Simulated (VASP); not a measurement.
Input of a VASP 6.6.1 run:

The input INCAR:

```
SYSTEM = V
ALGO = Normal
EDIFF = 1E-7
ENCUT = 520
GGA = PE
ISIF = 2
ISMEAR = -1
LASPH = .TRUE.
LCHARG = .TRUE.
LELF = .TRUE.
LREAL = .FALSE.
LVHAR = .TRUE.
LWAVE = .FALSE.
NBANDS = 12
NELM = 100
PREC = Accurate
SIGMA = 0.1
```

File KPOINTS:

```
k-points
0
G
  18 18 18
  0 0 0
```

File POSCAR:

```
V
1.0
   -1.2986524498      1.2986524498      1.2986524498
    1.2986524498     -1.2986524498      1.2986524498
    1.2986524498      1.2986524498     -1.2986524498
V
1
Direct
    0.0000000000      0.0000000000      0.0000000000
```

Potentials or basis: VASP PAW PBE potentials, release 64 (V_sv).

Run with:

```bash
$ cat potpaw_PBE.64/V_sv/POTCAR > POTCAR
$ mpirun -np 1 vasp_std > vasp.out
```

(1) Predict the pressure.

## Answers

(1) 171.7 GPa.
